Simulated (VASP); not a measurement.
AlN: single point with PBE

Crystal: AlN.

```xyz
2
Lattice="0.0000 2.1907 2.1907 2.1907 0.0000 2.1907 2.1907 2.1907 0.0000" Properties=species:S:1:pos:R:3 pbc="T T T"
Al    0.0000    0.0000    0.0000
N     1.0953    1.0953    1.0953
```

```yaml
Program: VASP 6.6.1
Task: single point
Functional: PBE
Potentials_or_basis: VASP PAW PBE potentials, release 64 (Al, N)
Cutoff: 600 eV
k_mesh: 6 × 6 × 6
Occupations: gaussian, width 0.05 eV
Spin: no spin polarisation
```

```
Pressure               : 2.5 GPa
Band gap on the k mesh : 3.31 eV, indirect (least direct gap 4.11 eV)
```

Levels at points of the mesh, in eV from the valence-band top:
```
           k point  band 2  band 3  band 4  band 5  band 6  band 7
(0.00, 0.00, 0.00)    0.00    0.00    0.00    4.11   12.47   12.47
(0.50, 0.00, 0.00)   -5.82   -0.48   -0.48    7.29    9.80   11.09
(0.50, 0.50, 0.00)   -4.88   -1.76   -1.76    3.31    8.56   13.83
```

Wall time 14 s on 1 thread of Intel Xeon 8259CL, on a shared host, peak memory 0.15 GiB.

A k mesh can miss the band edges.
